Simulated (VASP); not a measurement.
Runs of VASP 6.6.1 on Ba. The structure is that of space group Fm-3m (No. 225), or close to it. The cells are those of the table. This isn't the form of Ba at room conditions, which is bcc.

| cell | gap on the mesh (eV) | pressure (GPa) |
| --- | --- | --- |
| a = 4.647 Å, angles 60.0°, 1 atom | none | -0.4 |
| a = 4.494 Å, angles 60.0°, 1 atom | none | 0.4 |
| a = 4.609 Å, angles 60.0°, 1 atom | none | -0.2 |
| a = 4.572 Å, angles 60.0°, 1 atom | none | (a) |

Alike in all rows: task electric field gradients; level r2SCAN; potentials or basis VASP PAW PBE potentials, release 64 (Ba_sv); no spin polarisation; k mesh 9 × 9 × 9; cutoff (eV) 520; smearing fermi-dirac 0.05 eV.

Fill in the values left out.

(a) -0.1.

Caveats: the PAW data sets were made with another functional, which shifts forces and pressure a little; spin-orbit coupling is left out, which moves the levels of the heavy elements.

A k mesh can miss the band edges, and the runs leave out spin-orbit coupling on Ba.

A gap of «none» marks levels without a gap at the run's occupations.
